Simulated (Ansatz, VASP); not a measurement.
## Sr3CuH2 in VASP and in Ansatz

```
Sr Cu H
1.0
     6.95608    0.00000    0.00000
    -3.47804    6.02414    0.00000
     0.00000    0.00000    3.56690
Sr Cu H
3 1 2
Direct
  0.50000 0.00000 0.00000
  0.00000 0.50000 0.00000
  0.50000 0.50000 0.00000
  0.00000 0.00000 0.00000
  0.33333 0.66667 0.50000
  0.66667 0.33333 0.50000
```

Alike in both runs: functional PBE; k mesh 3 × 3 × 4; occupations gaussian, width 0.1 eV; no spin polarisation.

Ansatz relaxed the structure, and its values are those at the end. VASP's run is a single point on that final structure, the one shown.

|  | VASP | Ansatz |
| --- | --- | --- |
| version | VASP 6.6.1 | Ansatz 0.2.0 |
| potentials or method | VASP PAW PBE potentials, release 64 (Sr_sv, Cu, H), cutoff 520 eV | scalar-relativistic, plane waves, PAW |
| valence electrons in the cell | 43 | 51 |

|  | VASP | Ansatz | Ansatz less VASP |
| --- | --- | --- | --- |
| gap on the k mesh at the Fermi level (eV) | none | none | - |
| pressure (GPa) | 0.2 | 0.2 | -0.04 |

A gap of «none» marks a metal or a gap that the smearing closes. VASP's potentials hold 43 valence electrons a cell and Ansatz's 51, so a difference there can come from the potentials and not from the codes.

The k mesh is coarse, so the values compare programs but aren't converged.
